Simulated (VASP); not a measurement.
Here is a VASP 6.6.1 calculation.

Contents of INCAR:

```
SYSTEM = HgTe
ALGO = Normal ; EDIFF = 1E-7
ENCUT = 520 ; GGA = CA
ISIF = 2 ; ISMEAR = -1
LASPH = .True. ; LCHARG = .False.
LREAL = .False. ; LWAVE = .False.
NBANDS = 16 ; NELM = 100
PREC = Accurate ; SIGMA = 0.08
```

Contents of KPOINTS:

```
k-points
0
Gamma
  10 10 10
  0 0 0
```

The input POSCAR:

```
HgTe
1.0
   -0.0584300000      2.8922850000      2.8922850000
    2.8922850000     -0.0584300000      2.8922850000
    2.8922850000      2.8922850000     -0.0584300000
Hg Te
1 1
Direct
    0.0000000000      0.0000000000      0.0000000000
    0.5000000000      0.5000000000      0.5000000000
```

Potentials or basis: VASP PAW LDA potentials, release 64 (Hg, Te).

Run with:

```bash
$ cat potpaw_LDA.64/Hg/POTCAR potpaw_LDA.64/Te/POTCAR > POTCAR
$ mpirun -np 1 vasp_std > vasp.out
```

Q: What does it give for the band gap on the k mesh?

A: Zero (band 9 reaches 6.26 eV, above the bottom of band 10 at 3.09 eV).

Q: What does it give for the pressure?

A: 4.4 GPa.

Stress tensor (GPa, compression positive):
```
4.41 0.38 0.38
0.38 4.41 0.38
0.38 0.38 4.41
```

Caveat: the cell differs from its parent crystal (equal xy, yz and zx shear strains of -2 %); spin-orbit coupling is left out, which moves the levels of the heavy elements.
